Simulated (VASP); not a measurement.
# Bi (C2/m) in VASP: notebook

The runs below take Bi through relaxation of cell and atoms, with PBEsol, r2SCAN+D3(BJ).

All numbers are computed with VASP 6.6.1; they aren't measurements. Logs are shortened: lines on timing, memory, paths and dates and some standing lists are left out, and cuts for length are marked.

## (1) The cell of the first run

The structure is monoclinic, space group C2/m (No. 12). The conventional cell has a = 6.977 Å, b = 6.265 Å, c = 3.359 Å, α = 90.00°, β = 112.04°, γ = 90.00°. Within 4.2 Å of Bi (site symmetry m) lie 9 Bi at 3.21 to 3.99 Å.

## (2) Relaxation of cell and atoms, PBEsol, target pressure 2 GPa, at which the enthalpy is minimised

INCAR

```
  PREC = Accurate
  ENCUT = 600
  EDIFF = 1E-6
  ISMEAR = -1
  SIGMA = 0.05
  LREAL = F
  LASPH = T
  NELM = 80
  ALGO = Fast
  ISIF = 3
  LWAVE = F
  LCHARG = F
  GGA = PS
  IBRION = 2
  NSW = 60
  EDIFFG = -0.01
  PSTRESS = 20.0
```

KPOINTS

```
Automatic mesh
0
Gamma
  6 6 9
```

POSCAR

```
Bi
1.0
    3.4885980000     -3.1325780000      0.0000000000
    3.4885980000      3.1325780000      0.0000000000
   -1.2602350000      0.0000000000      3.1135500000
Bi
2
Direct
    0.7530610000      0.7530610000      0.8573820000
    0.2469390000      0.2469390000      0.1426180000
```

Potentials or basis: VASP PAW PBE potentials, release 64 (Bi_d).

On the command line:

```bash
cat potpaw_PBE.64/Bi_d/POTCAR > POTCAR
mpirun -np 1 vasp_std > vasp.out
```

OUTCAR:

```text
PREC = Accurate
   ENCUT = 600
   EDIFF = 1E-6
   ISMEAR = -1
   LREAL = F
   LASPH = T
   NELM = 80
   ISIF = 3
   GGA = PS
   IBRION = 2
   NSW = 60
   EDIFFG = -0.01
   PSTRESS = 20.0

 ion  position               nearest neighbor table
   1  0.753  0.753  0.857-   2 3.21   2 3.28   2 3.28   2 3.45
   2  0.247  0.247  0.143-   1 3.21   1 3.28   1 3.28   1 3.45

  LATTYP: Found a base centered monoclinic cell.
 ALAT       =     6.9771960000
 B/A-ratio  =     0.8979475423
 C/A-ratio  =     0.4814149259
 COS(beta)  =    -0.3751898342

  Lattice vectors:

 A1 = (   3.4885980000,  -3.1325780000,   0.0000000000)
 A2 = (   3.4885980000,   3.1325780000,   0.0000000000)
 A3 = (  -1.2602350000,   0.0000000000,   3.1135500000)

Analysis of symmetry for initial positions (statically):
=====================================================================
 Subroutine PRICEL returns:
 Original cell was already a primitive cell.

 Routine SETGRP: Setting up the symmetry group for a
 base centered monoclinic supercell.

 Subroutine GETGRP returns: Found  4 space group operations
 (whereof  4 operations were pure point group operations)
 out of a pool of  4 trial point group operations.

The static configuration has the point symmetry C_2h.

Analysis of symmetry for dynamics (positions and initial velocities):
=====================================================================
 Subroutine PRICEL returns:
 Original cell was already a primitive cell.

 Routine SETGRP: Setting up the symmetry group for a
 base centered monoclinic supercell.

 Subroutine GETGRP returns: Found  4 space group operations
 (whereof  4 operations were pure point group operations)
 out of a pool of  4 trial point group operations.

The dynamic configuration has the point symmetry C_2h.

 Subroutine INISYM returns: Found  4 space group operations
 (whereof  4 operations are pure point group operations),
 and found     1 'primitive' translations

----------------------------------------------------------------------------------------

                                     Primitive cell

  volume of cell :      68.0517

  direct lattice vectors                    reciprocal lattice vectors
     3.488598000 -3.132578000  0.000000000     0.143324052 -0.159612945  0.058011590
     3.488598000  3.132578000  0.000000000     0.143324052  0.159612945  0.058011590
    -1.260235000  0.000000000  3.113550000     0.000000000  0.000000000  0.321176792

  length of vectors
     4.688641694  4.688641694  3.358926295     0.222223807  0.222223807  0.321176792

  position of ions in fractional coordinates (direct lattice)
     0.753061000  0.753061000  0.857382000
     0.246939000  0.246939000  0.142618000

  ion indices of the primitive-cell ions
   primitive index   ion index
                 1           1
[... 71 lines left out ...]
   ENCUT  =  600.0 eV  44.10 Ry    6.64 a.u.   9.36  9.36  6.71*2*pi/ulx,y,z
   NELM   =     80;   NELMIN=  2; NELMDL= -5     # of ELM steps
   EDIFF  = 0.1E-05   stopping-criterion for ELM
   LREAL  =      F    real-space projection
   EDIFFG = -.1E-01   stopping-criterion for IOM
   NSW    =     60    number of steps for IOM
   IBRION =      2    ionic relax: 0-MD 1-quasi-New 2-CG
   NFREE  =      1    steps in history (QN), initial steepest desc. (CG)
   ISIF   =      3    stress and relaxation
   ISYM   =      2    0-nonsym 1-usesym 2-fastsym
   POTIM  = 0.5000    time-step for ionic-motion
   TEBEG  =    0.0;   TEEND  =   0.0 temperature during run
   PSTRESS=   20.0 pullay stress
   NELECT =      30.0000    total number of electrons
   NUPDOWN=      -1.0000    fix difference up-down
   EMIN   =  10.00;   EMAX   =-10.00  energy-range for DOS
   EFERMI =   0.00;   METHOD = LEGACY
   ISMEAR =    -1;   SIGMA  =   0.05  broadening in eV -4-tet -1-fermi 0-gaus
   EFERMI_NEDOS =   21; number of points for ismear=-14 and -15
   IALGO  =     68    algorithm
   IMIX   =      4    mixing-type and parameters
     AMIX     =   0.40;   BMIX     =  1.00
     AMIX_MAG =   1.60;   BMIX_MAG =  1.00
  volume/ion in A,a.u.               =      34.03       229.62
  Fermi-wavevector in a.u.,A,eV,Ry     =   1.245955  2.354514 21.121737  1.552404
  Thomas-Fermi vector in A             =   2.380154
   LORBIT       =      0    0 simple, 1 ext, 2 COOP (PROOUT), +10 PAW based schemes
   GGA     = PS    functional components
   LHFCALC =     F    Hartree Fock is set to
   AEXX    =    0.0000 exact exchange contribution
   IVDW    =     0    specifies the selected vdW correction
   LEPSILON=     F    determine dielectric tensor
   LRPA    =     F    only Hartree local field effects (RPA)
 conjugate gradient relaxation of ions
 non-spin polarized calculation
 RMM-DIIS sequential band-by-band and
  energy-cutoff  :      600.00
  volume of cell :       68.05
 maximum number of plane-waves:      2286
 NGX is ok and might be reduce to    40
   NGX = 19   NGY = 19   NGZ = 13

--------------------------------------- Ionic step        1  -------------------------------------------

 number of electron      30.0000000 magnetization

 Free energy of the ion-electron system (eV)
  ---------------------------------------------------
  ext. energy  EPLUGINS =         0.00000000
  ---------------------------------------------------
  free energy    TOTEN  =        -8.54099316 eV

  energy without entropy =       -8.53277908  energy(sigma->0) =       -8.53688612

 E-fermi :   6.5878     XC(G=0):  -9.9394

 val. band max:        6.5494434972   @ k =   0.0000   0.0000   0.3333
 cond. band min:       6.5976744373   @ k =   0.3333   0.3333   0.3333
 fundamental gap:      0.0482309401
 Fermi energy:         6.5878051548

 k-point     1 :       0.0000    0.0000    0.0000
  band No.  band energies     occupation
      1     -16.2911      2.00000
      2     -16.2604      2.00000
      3     -16.2164      2.00000
      4     -16.1931      2.00000
      5     -16.1096      2.00000
      6     -16.0852      2.00000
[... 628 lines left out ...]
  energy  without entropy=       -8.5492444727  energy(sigma->0) =       -8.55318004

  enthalpy is  TOTEN    =        -7.7747320354 eV   P V=        0.7823835696

[... ionic steps 4 to 44 ...]

--------------------------------------- Ionic step       45  -------------------------------------------

 number of electron      29.9999999 magnetization

------------------------ aborting loop because EDIFF is reached ----------------------------------------
[... 71 lines left out ...]
--------------------------------------- Ionic step       47  -------------------------------------------

 number of electron      29.9999999 magnetization

 Free energy of the ion-electron system (eV)
  ---------------------------------------------------
  ext. energy  EPLUGINS =         0.00000000
  ---------------------------------------------------
  free energy    TOTEN  =        -8.56027078 eV

  energy without entropy =       -8.55450180  energy(sigma->0) =       -8.55738629

 E-fermi :   7.6940     XC(G=0): -10.3494

 val. band max:        7.5752416444   @ k =   0.1667   0.1667   0.0000
 cond. band min:       7.7161953026   @ k =  -0.1667   0.3333   0.1111
 fundamental gap:      0.1409536582
 Fermi energy:         7.6940226951

 k-point     1 :       0.0000    0.0000    0.0000
  band No.  band energies     occupation
      1     -15.3621      2.00000
      2     -15.2872      2.00000
      3     -15.2565      2.00000
      4     -15.2350      2.00000
      5     -15.1511      2.00000
      6     -15.0999      2.00000
[... 552 lines left out ...]
  energy  without entropy=       -8.5545017957  energy(sigma->0) =       -8.55738629

  enthalpy is  TOTEN    =        -7.7811742242 eV   P V=        0.7790965586

 reached required accuracy - stopping structural energy minimisation
```

Run time: 59 min. Hardware: 1 thread of AMD EPYC 7R43 (Zen 3), shared host; peak memory 0.29 GiB.

What came out:

```yaml
Free_energy: -8.5603 eV
Relaxed_volume: 31.21 Å³/atom
Relaxed_cell: a = 4.544 Å, b = 4.544 Å, c = 3.304 Å, α = 106.83°, β = 106.83°, γ = 82.31°
Space_group_after_relaxing_to_0.1_Å: C2/m (No. 12)
Energy_change_on_relaxing_the_run_minimises_the_enthalpy: -9.6 meV/atom
Ionic_steps: 47
Pressure_after_relaxing: 2.0 GPa
Largest_force_after_relaxing: 0.008 eV/Å
Band_gap_on_the_k_mesh: zero (bands 15 and 16 overlap by 4.70 eV)
```

Forces in eV/Å, atoms in the order of the input:
```
Bi   0.006  0.000 -0.006
Bi  -0.006  0.000  0.006
```

Step by step:
```csv
step,energy change (eV),largest force (eV/Å),pressure (GPa),volume (Å³)
1,0.0000,0.0571,-2.51,68.05
3,-0.0161,0.0769,1.94,62.68
5,-0.0160,0.0680,2.06,62.57
7,-0.0163,0.0612,2.04,62.57
9,-0.0197,0.0302,1.79,62.73
11,-0.0173,0.0276,1.95,62.50
13,-0.0140,0.0296,2.19,62.24
15,-0.0159,0.0310,2.07,62.39
17,-0.0161,0.0338,2.03,62.38
19,-0.0171,0.0256,1.97,62.43
21,-0.0167,0.0134,2.03,62.38
23,-0.0152,0.0157,2.14,62.25
25,-0.0146,0.0234,2.25,62.20
27,-0.0143,0.0245,2.28,62.17
29,-0.0144,0.0243,2.26,62.17
31,-0.0146,0.0353,2.28,62.17
33,-0.0178,0.0230,2.02,62.40
35,-0.0192,0.0237,1.91,62.51
37,-0.0194,0.0139,1.92,62.50
39,-0.0198,0.0198,1.94,62.49
41,-0.0182,0.0215,2.07,62.34
43,-0.0193,0.0164,2.04,62.42
45,-0.0200,0.0086,1.98,62.48
47,-0.0193,0.0083,1.99,62.41
```

Final structure:
```
CELL_PARAMETERS angstrom
3.42144 -2.99040 -0.01914
3.42144 2.99040 -0.01914
-1.25303 0.00000 3.05704
ATOMIC_POSITIONS crystal
Bi 0.75156 0.75156 0.83531
Bi 0.24844 0.24844 0.16469
```

Caveat: the cell is relaxed towards a set pressure, so the run minimises the enthalpy, not the energy; the PAW data sets were made with another functional, which shifts forces and pressure a little; spin-orbit coupling is left out, which moves the levels of the heavy elements.

## (3) Relaxation of cell and atoms, r2SCAN+D3(BJ)

POSCAR is that of step 2.

INCAR.step1

```
PREC = Accurate
ENCUT = 600
ISMEAR = -1
SIGMA = 0.05
LREAL = F
LASPH = T
NELM = 80
GGA = PE
ALGO = Normal
EDIFF = 1E-4
LWAVE = T
LCHARG = F
```

INCAR.step2

```
PREC = Accurate
ENCUT = 600
EDIFF = 1E-7
ISMEAR = -1
SIGMA = 0.05
LREAL = F
LASPH = T
NELM = 80
ALGO = Normal
ISIF = 3
LWAVE = F
LCHARG = F
METAGGA = R2SCAN
LMIXTAU = T
IVDW = 12
VDW_S6 = 1.0
VDW_S8 = 0.78981345
VDW_A1 = 0.49484001
VDW_A2 = 5.73083694
IBRION = 2
NSW = 60
EDIFFG = -0.01
ISTART = 1
```

KPOINTS is that of step 2.

Potentials or basis: VASP PAW PBE potentials, release 64 (Bi_d).

On the command line:

```bash
cat potpaw_PBE.64/Bi_d/POTCAR > POTCAR
cp INCAR.step1 INCAR
mpirun -np 1 vasp_std > vasp.out
cp INCAR.step2 INCAR
mpirun -np 1 vasp_std > vasp.out
```

Wall time 76 min (1 thread of Oxide Virtual Turin-like, shared host); peak memory 0.29 GiB.

It converged, with:

```
Free energy                           : -117.2821 eV
Relaxed volume                        : 32.96 Å³/atom
Relaxed cell                          : a = 4.621 Å, b = 4.621 Å, c = 3.347 Å, α = 106.09°, β = 106.09°, γ = 83.35°
Space group after relaxing (to 0.1 Å) : C2/m (No. 12)
Energy gained by relaxing             : 9.6 meV/atom
Ionic steps                           : 10
Pressure after relaxing               : 0.0 GPa
Largest force after relaxing          : 0.003 eV/Å
Band gap on the k mesh                : zero (bands 15 and 16 overlap by 5.23 eV)
Dispersion energy per atom            : -0.226 eV
```

Forces on the atoms (eV/Å):
```
Bi   0.001  0.000 -0.003
Bi  -0.001  0.000  0.003
```

Step by step:
```csv
step,energy change (eV),largest force (eV/Å),pressure (GPa),volume (Å³)
1,0.0000,0.1445,-1.87,68.05
2,-0.0119,0.0232,1.33,64.21
3,-0.0171,0.0676,0.11,65.53
4,-0.0180,0.0574,0.05,65.64
5,-0.0182,0.0489,0.00,65.74
6,-0.0187,0.0376,-0.01,65.79
7,-0.0192,0.0125,-0.02,65.91
8,-0.0192,0.0053,-0.02,65.95
9,-0.0192,0.0063,0.05,65.88
10,-0.0192,0.0032,0.01,65.92
```

Final structure:
```cif
data_structure
_symmetry_space_group_name_H-M 'P 1'
_symmetry_Int_Tables_number 1
_cell_length_a 4.6213
_cell_length_b 4.6213
_cell_length_c 3.3466
_cell_angle_alpha 106.091
_cell_angle_beta 106.091
_cell_angle_gamma 83.355
_cell_volume 65.92
loop_
_atom_site_label
_atom_site_type_symbol
_atom_site_fract_x
_atom_site_fract_y
_atom_site_fract_z
_atom_site_occupancy
Bi1 Bi 0.75734 0.75734 0.86063 1
Bi2 Bi 0.24266 0.24266 0.13937 1
```

Levels at points of the mesh, in eV from the Fermi level:
| k point | band 13 | band 14 | band 15 | band 16 | band 17 | band 18 |
| --- | --- | --- | --- | --- | --- | --- |
| (0.00, 0.00, 0.00) | -3.45 | -3.05 | 2.99 | 3.23 | 4.32 | 4.32 |
| (0.50, 0.00, 0.00) | -1.42 | -0.94 | -0.60 | -0.58 | 3.49 | 4.84 |
| (0.50, 0.50, 0.00) | -5.38 | -5.33 | 3.19 | 4.10 | 5.67 | 6.22 |

Caveat: the PAW data sets were made with another functional, which shifts forces and pressure a little; spin-orbit coupling is left out, which moves the levels of the heavy elements.

The gap in the log of VASP goes by the Fermi energy; the results here count the filled bands.